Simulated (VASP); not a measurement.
**Hf: single point with PBEsol**

Crystal: Hf.

```
Hf
1.0
     3.15931    0.00000    0.00000
    -1.57966    2.73604    0.00000
     0.00000    0.00000    4.99075
Hf
2
Direct
  0.66667 0.33333 0.75000
  0.33333 0.66667 0.25000
```

| Quantity | Value |
| --- | --- |
| Program | VASP 6.6.1 |
| Task | single point |
| Functional | PBEsol |
| Potentials or basis | VASP PAW PBE potentials, release 64 (Hf_pv) |
| Cutoff | 520 eV |
| k mesh | 10 × 10 × 5 |
| Occupations | fermi-dirac, width 0.05 eV |
| Spin | no spin polarisation |

```yaml
Pressure: -0.4 GPa
Band_gap_on_the_k_mesh: zero (band 10 reaches 6.19 eV, above the bottom of band 11 at 4.67 eV)
```

Stress tensor (GPa, compression positive):
```
-0.34  0.00  0.00
 0.00 -0.34  0.00
 0.00  0.00 -0.44
```

Levels at points of the mesh, in eV from the Fermi level:
| k point | band 7 | band 8 | band 9 | band 10 | band 11 | band 12 | band 13 | band 14 |
| --- | --- | --- | --- | --- | --- | --- | --- | --- |
| (0.00, 0.00, 0.00) | -7.49 | -3.81 | 0.84 | 1.20 | 1.20 | 1.51 | 2.06 | 2.06 |
| (0.50, 0.00, 0.00) | -3.40 | -2.86 | -2.32 | -0.71 | 0.78 | 0.95 | 1.77 | 6.14 |

Run time: 66 s on 1 thread of AMD EPYC 7R13, on a shared host, peak memory 0.14 GiB.

Caveat: the PAW data sets were made with another functional, which shifts forces and pressure a little; spin-orbit coupling is left out, which moves the levels of the heavy elements.
